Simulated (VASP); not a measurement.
# WF2 (Fm-3m) in VASP: a series of runs

WF2 is run at these levels: PBE+U; tasks: single point.

All numbers are computed with VASP 6.6.1; they aren't measurements. Logs are shortened: lines on timing, memory, paths and dates and some standing lists are left out, and cuts for length are marked.

### 1 The cell of the first run

Symmetry: Fm-3m, No. 225, cubic system. Conventional cell: a = 5.359 Å, b = 5.359 Å, c = 5.359 Å, α = 90.00°, β = 90.00°, γ = 90.00°. W (site symmetry m-3m) has 8 F at 2.32 Å within 3.1 Å. Within 3.1 Å of F (site symmetry -43m) lie 4 W at 2.32 Å and 6 F at 2.68 Å.

### 2 Single point, PBE+U, collinear spin, ferromagnetic start

File INCAR:

```
ALGO = Normal
EDIFF = 1E-6
ENCUT = 520
GGA = PE
ISIF = 2
ISMEAR = 0
ISPIN = 2
LASPH = T
LCHARG = F
LDAU = T
LDAUJ = 0 0
LDAUL = 2 -1
LDAUPRINT = 1
LDAUTYPE = 2
LDAUU = 6.2 0
LMAXMIX = 4
LORBIT = 11
LREAL = F
LWAVE = F
MAGMOM = 2.5 0 0
NBANDS = 25
NELM = 150
PREC = Accurate
SIGMA = 0.02
```

File KPOINTS:

```
k-points
0
Gamma
  10 10 10
```

File POSCAR:

```
WF2
1.0
    0.0000000000      2.6797043382      2.6797043382
    2.6797043382      0.0000000000      2.6797043382
    2.6797043382      2.6797043382      0.0000000000
W F
1 2
Direct
    0.0000000000      0.0000000000      0.0000000000
    0.2500000000      0.2500000000      0.2500000000
    0.7500000000      0.7500000000      0.7500000000
```

Potentials or basis: VASP PAW PBE potentials, release 64 (W_sv, F).

Run with:

```
> cat potpaw_PBE.64/W_sv/POTCAR potpaw_PBE.64/F/POTCAR > POTCAR
> mpirun -np 1 vasp_std > vasp.out
```

OUTCAR:

```text
EDIFF = 1E-6
   ENCUT = 520
   GGA = PE
   ISIF = 2
   ISMEAR = 0
   ISPIN = 2
   LASPH = T
   LORBIT = 11
   LREAL = F
   NELM = 150
   PREC = Accurate

 ion  position               nearest neighbor table
   1  0.000  0.000  0.000-   3 2.32   3 2.32   3 2.32   2 2.32   2 2.32   2 2.32   3 2.32   2 2.32

   2  0.250  0.250  0.250-   1 2.32   1 2.32   1 2.32   1 2.32
   3  0.750  0.750  0.750-   1 2.32   1 2.32   1 2.32   1 2.32

  LATTYP: Found a face centered cubic cell.
 ALAT       =     5.3594086764

  Lattice vectors:

 A1 = (   0.0000000000,   2.6797043382,   2.6797043382)
 A2 = (   2.6797043382,   0.0000000000,   2.6797043382)
 A3 = (   2.6797043382,   2.6797043382,   0.0000000000)

Analysis of symmetry for initial positions (statically):
=====================================================================
 Subroutine PRICEL returns:
 Original cell was already a primitive cell.

 Routine SETGRP: Setting up the symmetry group for a
 face centered cubic supercell.

 Subroutine GETGRP returns: Found 48 space group operations
 (whereof 48 operations were pure point group operations)
 out of a pool of 48 trial point group operations.

The static configuration has the point symmetry O_h .

Analysis of symmetry for dynamics (positions and initial velocities):
=====================================================================
 Subroutine PRICEL returns:
 Original cell was already a primitive cell.

 Routine SETGRP: Setting up the symmetry group for a
 face centered cubic supercell.

 Subroutine GETGRP returns: Found 48 space group operations
 (whereof 48 operations were pure point group operations)
 out of a pool of 48 trial point group operations.

The dynamic configuration has the point symmetry O_h .

Analysis of structural, dynamic, and magnetic symmetry:
=====================================================================
 Subroutine PRICEL returns:
 Original cell was already a primitive cell.

 Routine SETGRP: Setting up the symmetry group for a
 face centered cubic supercell.

 Subroutine GETGRP returns: Found 48 space group operations
 (whereof 48 operations were pure point group operations)
 out of a pool of 48 trial point group operations.

The overall configuration has the point symmetry O_h .

 Subroutine INISYM returns: Found 48 space group operations
 (whereof 48 operations are pure point group operations),
 and found     1 'primitive' translations

----------------------------------------------------------------------------------------

                                     Primitive cell

  volume of cell :      38.4849

  direct lattice vectors                    reciprocal lattice vectors
     0.000000000  2.679704338  2.679704338    -0.186587749  0.186587749  0.186587749
     2.679704338  0.000000000  2.679704338     0.186587749 -0.186587749  0.186587749
     2.679704338  2.679704338  0.000000000     0.186587749  0.186587749 -0.186587749

  length of vectors
     3.789674218  3.789674218  3.789674218     0.323179461  0.323179461  0.323179461

  position of ions in fractional coordinates (direct lattice)
     0.000000000  0.000000000  0.000000000
     0.250000000  0.250000000  0.250000000
     0.750000000  0.750000000  0.750000000

  ion indices of the primitive-cell ions
   primitive index   ion index
                 1           1
                 2           2
                 3           3

----------------------------------------------------------------------------------------

 KPOINTS: k-points

[... 65 lines left out ...]
   ENCUT  =  520.0 eV  38.22 Ry    6.18 a.u.   7.05  7.05  7.05*2*pi/ulx,y,z
   NELM   =    150;   NELMIN=  2; NELMDL= -5     # of ELM steps
   EDIFF  = 0.1E-05   stopping-criterion for ELM
   LREAL  =      F    real-space projection
   EDIFFG = 0.1E-04   stopping-criterion for IOM
   NSW    =      0    number of steps for IOM
   IBRION =     -1    ionic relax: 0-MD 1-quasi-New 2-CG
   NFREE  =      0    steps in history (QN), initial steepest desc. (CG)
   ISIF   =      2    stress and relaxation
   ISYM   =      2    0-nonsym 1-usesym 2-fastsym
   POTIM  = 0.5000    time-step for ionic-motion
   TEBEG  =    0.0;   TEEND  =   0.0 temperature during run
   PSTRESS=    0.0 pullay stress
   NELECT =      28.0000    total number of electrons
   NUPDOWN=      -1.0000    fix difference up-down
   EMIN   =  10.00;   EMAX   =-10.00  energy-range for DOS
   EFERMI =   0.00;   METHOD = LEGACY
   ISMEAR =     0;   SIGMA  =   0.02  broadening in eV -4-tet -1-fermi 0-gaus
   EFERMI_NEDOS =   21; number of points for ismear=-14 and -15
   IALGO  =     38    algorithm
   IMIX   =      4    mixing-type and parameters
     AMIX     =   0.40;   BMIX     =  1.00
     AMIX_MAG =   1.60;   BMIX_MAG =  1.00
  volume/ion in A,a.u.               =      12.83        86.57
  Fermi-wavevector in a.u.,A,eV,Ry     =   1.472416  2.782463 29.497565  2.168010
  Thomas-Fermi vector in A             =   2.587434
   LORBIT       =     11    0 simple, 1 ext, 2 COOP (PROOUT), +10 PAW based schemes
 LDA+U is selected, type is set to LDAUTYPE =  2
   angular momentum for each species LDAUL =     2   -1
   U (eV)           for each species LDAUU =   6.2  0.0
   J (eV)           for each species LDAUJ =   0.0  0.0
   GGA     = PE    functional components
   LHFCALC =     F    Hartree Fock is set to
   AEXX    =    0.0000 exact exchange contribution
   IVDW    =     0    specifies the selected vdW correction
   LEPSILON=     F    determine dielectric tensor
   LRPA    =     F    only Hartree local field effects (RPA)
 spin polarized calculation
 Gauss-broadening in eV      SIGMA  =   0.02
  energy-cutoff  :      520.00
  volume of cell :       38.48
 maximum number of plane-waves:      1056
   NGX = 15   NGY = 15   NGZ = 15

atom =   1  type =  1  l = 2

 onsite density matrix

spin component  1

  0.5673 -0.0000 -0.0000  0.0000 -0.0000
 -0.0000  0.5673 -0.0000 -0.0000  0.0000
 -0.0000 -0.0000  0.8238  0.0000  0.0000
  0.0000 -0.0000  0.0000  0.5673  0.0000
 -0.0000  0.0000  0.0000  0.0000  0.8238

spin component  2

  0.0432  0.0000 -0.0000  0.0000 -0.0000
  0.0000  0.0432 -0.0000  0.0000  0.0000
 -0.0000 -0.0000  0.0098  0.0000 -0.0000
  0.0000  0.0000  0.0000  0.0432  0.0000
 -0.0000  0.0000 -0.0000  0.0000  0.0098

 occupancies and eigenvectors

  o =  0.0098  v =  0.0000  0.0000  0.0000  0.0000  0.0000  0.0000 -0.0000  0.0552 -0.0000  0.9985      0.0000  0.0000  0.0000  0.0000  0.0000  0.0000  0.0000  0.0000  0.0000  0.0000
  o =  0.0098  v =  0.0000  0.0000  0.0000  0.0000  0.0000  0.0000 -0.0000 -0.9985  0.0000  0.0552      0.0000  0.0000  0.0000  0.0000  0.0000  0.0000  0.0000  0.0000  0.0000  0.0000
  o =  0.0432  v =  0.0000  0.0000  0.0000  0.0000  0.0000  0.0000  0.0071 -0.0000 -1.0000 -0.0000      0.0000  0.0000  0.0000  0.0000  0.0000  0.0000  0.0000  0.0000  0.0000  0.0000
  o =  0.0432  v =  0.0000  0.0000  0.0000  0.0000  0.0000  1.0000  0.0000  0.0000  0.0000  0.0000      0.0000  0.0000  0.0000  0.0000  0.0000  0.0000  0.0000  0.0000  0.0000  0.0000
  o =  0.0432  v =  0.0000  0.0000  0.0000  0.0000  0.0000  0.0000  1.0000 -0.0000  0.0071  0.0000      0.0000  0.0000  0.0000  0.0000  0.0000  0.0000  0.0000  0.0000  0.0000  0.0000
  o =  0.5673  v =  0.0000  0.9951  0.0000 -0.0986  0.0000  0.0000  0.0000  0.0000  0.0000  0.0000      0.0000  0.0000  0.0000  0.0000  0.0000  0.0000  0.0000  0.0000  0.0000  0.0000
  o =  0.5673  v =  0.0000 -0.0986 -0.0000 -0.9951 -0.0000  0.0000  0.0000  0.0000  0.0000  0.0000      0.0000  0.0000  0.0000  0.0000  0.0000  0.0000  0.0000  0.0000  0.0000  0.0000
  o =  0.5673  v =  1.0000  0.0000  0.0000  0.0000  0.0000  0.0000  0.0000  0.0000  0.0000  0.0000      0.0000  0.0000  0.0000  0.0000  0.0000  0.0000  0.0000  0.0000  0.0000  0.0000
  o =  0.8238  v =  0.0000  0.0000 -0.9988  0.0000  0.0494  0.0000  0.0000  0.0000  0.0000  0.0000      0.0000  0.0000  0.0000  0.0000  0.0000  0.0000  0.0000  0.0000  0.0000  0.0000
  o =  0.8238  v =  0.0000 -0.0000  0.0494 -0.0000  0.9988  0.0000  0.0000  0.0000  0.0000  0.0000      0.0000  0.0000  0.0000  0.0000  0.0000  0.0000  0.0000  0.0000  0.0000  0.0000

 number of electron      27.9999995 magnetization       3.9458799

 Free energy of the ion-electron system (eV)
  ---------------------------------------------------
  ext. energy  EPLUGINS =         0.00000000
  ---------------------------------------------------
  free energy    TOTEN  =       -13.47900379 eV

  energy without entropy =      -13.47855832  energy(sigma->0) =      -13.47878105

 E-fermi :   7.6584     XC(G=0): -11.0186

 val. band max:        7.6574462589   @ k =   0.5000   0.3000   0.0000
 cond. band min:       7.6943313672   @ k =   0.4000   0.3000   0.0000
 fundamental gap:      0.0368851083
 Fermi energy:         7.6584319706

 spin component 1

 k-point     1 :       0.0000    0.0000    0.0000
  band No.  band energies     occupation
      1     -68.0491      1.00000
      2     -32.5755      1.00000
      3     -32.5755      1.00000
      4     -32.5755      1.00000
      5     -19.8725      1.00000
      6     -18.7537      1.00000
[... 1337 lines left out ...]
     24      25.7357      0.00000
     25      27.1904      0.00000

 [... further k-points ...]
[... 5 lines left out ...]
  --------------------------------------------------------------------------------------
  -------------------------------------------------------------------------------------
  Total        4.6730471      4.6730471      4.6730471     -0.0000000      0.0000000      0.0000000
  in kB      194.5450169    194.5450169    194.5450169     -0.0000000      0.0000000      0.0000000
  external PRESSURE =     194.5450169 kB  Pullay stress =       0.0000000 kB

 VOLUME and BASIS-vectors are now :
 -----------------------------------------------------------------------------
  energy-cutoff  :      520.00
  volume of cell :       38.48
      direct lattice vectors                 reciprocal lattice vectors
     0.000000000  2.679704338  2.679704338    -0.186587749  0.186587749  0.186587749
     2.679704338  0.000000000  2.679704338     0.186587749 -0.186587749  0.186587749
     2.679704338  2.679704338  0.000000000     0.186587749  0.186587749 -0.186587749

 POSITION                                       TOTAL-FORCE (eV/Angst)
 -----------------------------------------------------------------------------------
      0.00000      0.00000      0.00000         0.000000      0.000000      0.000000
      1.33985      1.33985      1.33985        -0.000000     -0.000000     -0.000000
      4.01956      4.01956      4.01956         0.000000      0.000000      0.000000
 -----------------------------------------------------------------------------------
    total drift:                                0.000000      0.000000      0.000000

  FREE ENERGIE OF THE ION-ELECTRON SYSTEM (eV)
  ---------------------------------------------------
  free  energy   TOTEN  =       -13.4790037867 eV

  energy  without entropy=      -13.4785583165  energy(sigma->0) =      -13.47878105

 total charge

# of ion       s       p       d       tot
------------------------------------------
    1        2.184   6.085   3.460  11.728
    2        1.761   4.330   0.000   6.091
    3        1.761   4.330   0.000   6.091
--------------------------------------------------
tot          5.706  14.745   3.460  23.910

 magnetization (x)

# of ion       s       p       d       tot
------------------------------------------
    1        0.066   0.030   3.171   3.267
    2        0.028  -0.013   0.000   0.015
    3        0.028  -0.013   0.000   0.015
--------------------------------------------------
tot          0.121   0.004   3.171   3.296
```

Run time: 94 s. Hardware: 1 thread of Intel Xeon Platinum 8488C (Sapphire Rapids), shared host; peak memory 0.21 GiB.

What came out:

```yaml
Free_energy: -13.4790 eV
Pressure: 19.5 GPa
Net_moment: 3.95 μB per cell
Site_moments: W +3.27; F +0.01 μB
Valence_electrons_inside_the_program's_atomic_spheres: W 11.73; F 6.09
```

Levels at points of the mesh, in eV from the Fermi level:
Spin up:
```tsv
k point	band 14	band 15	band 16	band 17	band 18	band 19
(0.00, 0.00, 0.00)	-3.88	-2.57	0.86	0.86	0.86	8.23
(0.50, 0.00, 0.00)	-3.45	-1.39	0.32	0.32	2.75	2.77
(0.50, 0.50, 0.00)	-3.17	-1.66	-0.14	-0.14	3.99	4.86
```
Spin down:
| k point | band 10 | band 11 | band 12 | band 13 | band 14 | band 15 |
| --- | --- | --- | --- | --- | --- | --- |
| (0.00, 0.00, 0.00) | -7.50 | -7.50 | -7.50 | -0.96 | 2.96 | 2.96 |
| (0.50, 0.00, 0.00) | -8.64 | -8.21 | -8.21 | 2.99 | 3.25 | 3.25 |
| (0.50, 0.50, 0.00) | -7.57 | -7.57 | -7.17 | 1.50 | 3.07 | 4.29 |

Eigenvalues of the final occupation matrices:
| site | spin | trace | eigenvalues |
| --- | --- | --- | --- |
| site 1 d | 1 | 3.35 | 0.57 0.57 0.57 0.82 0.82 |
| site 1 d | 2 | 0.15 | 0.01 0.01 0.04 0.04 0.04 |

Caveat: spin-orbit coupling is left out, which moves the levels of the heavy elements. The state reached can hang on the start; a lower one may exist.

### 3 Single point, PBE+U, collinear spin, ferromagnetic start

File INCAR:

```
PREC = Accurate
ENCUT = 520
EDIFF = 1E-7
ISMEAR = -1
SIGMA = 0.05
LREAL = F
LASPH = T
NELM = 150
ALGO = Normal
ISIF = 2
LWAVE = F
LCHARG = T
ISPIN = 2
MAGMOM = 2.5 0 0
LORBIT = 11
LMAXMIX = 4
LDAU = T
LDAUTYPE = 2
LDAUL = 2 -1
LDAUU = 6.2 0
LDAUJ = 0 0
LDAUPRINT = 1
GGA = PE
LELF = T
LVHAR = T
NBANDS = 25
```

File KPOINTS:

```
Automatic mesh
0
Gamma
  10 10 10
```

POSCAR is that of step 2.

Potentials or basis: VASP PAW PBE potentials, release 64 (W_sv, F).

Run with:

```
> cat potpaw_PBE.64/W_sv/POTCAR potpaw_PBE.64/F/POTCAR > POTCAR
> mpirun -np 1 vasp_std > vasp.out
```

Run time: 1.9 min. Hardware: 1 thread of Intel Xeon Platinum 8488C (Sapphire Rapids), shared host; peak memory 0.21 GiB.

The run converged. Its results:

| Item | Value |
| --- | --- |
| Free energy | -13.4874 eV |
| Pressure | 19.5 GPa |
| Net moment | 3.94 μB per cell |
| Site moments | W +3.27; F +0.01 μB |
| Valence electrons inside the program's atomic spheres | W 11.73; F 6.09 |

Levels at points of the mesh, in eV from the Fermi level:
Spin up:
```csv
k point,band 13,band 14,band 15,band 16,band 17,band 18,band 19,band 20
"(0.00, 0.00, 0.00)",-3.88,-3.88,-2.57,0.86,0.86,0.86,8.23,8.23
"(0.50, 0.00, 0.00)",-3.45,-3.45,-1.39,0.32,0.32,2.75,2.77,11.05
"(0.50, 0.50, 0.00)",-3.75,-3.17,-1.66,-0.13,-0.13,3.99,4.86,7.49
```
Spin down:
| k point | band 9 | band 10 | band 11 | band 12 | band 13 | band 14 | band 15 | band 16 |
| --- | --- | --- | --- | --- | --- | --- | --- | --- |
| (0.00, 0.00, 0.00) | -9.48 | -7.49 | -7.49 | -7.49 | -0.96 | 2.96 | 2.96 | 5.32 |
| (0.50, 0.00, 0.00) | -8.82 | -8.63 | -8.21 | -8.21 | 2.99 | 3.25 | 3.25 | 3.85 |
| (0.50, 0.50, 0.00) | -9.18 | -7.57 | -7.57 | -7.17 | 1.51 | 3.07 | 4.29 | 4.87 |

Eigenvalues of the final occupation matrices:
| site | spin | trace | eigenvalues |
| --- | --- | --- | --- |
| site 1 d | 1 | 3.35 | 0.57 0.57 0.57 0.82 0.82 |
| site 1 d | 2 | 0.15 | 0.01 0.01 0.04 0.04 0.04 |

Caveat: spin-orbit coupling is left out, which moves the levels of the heavy elements.
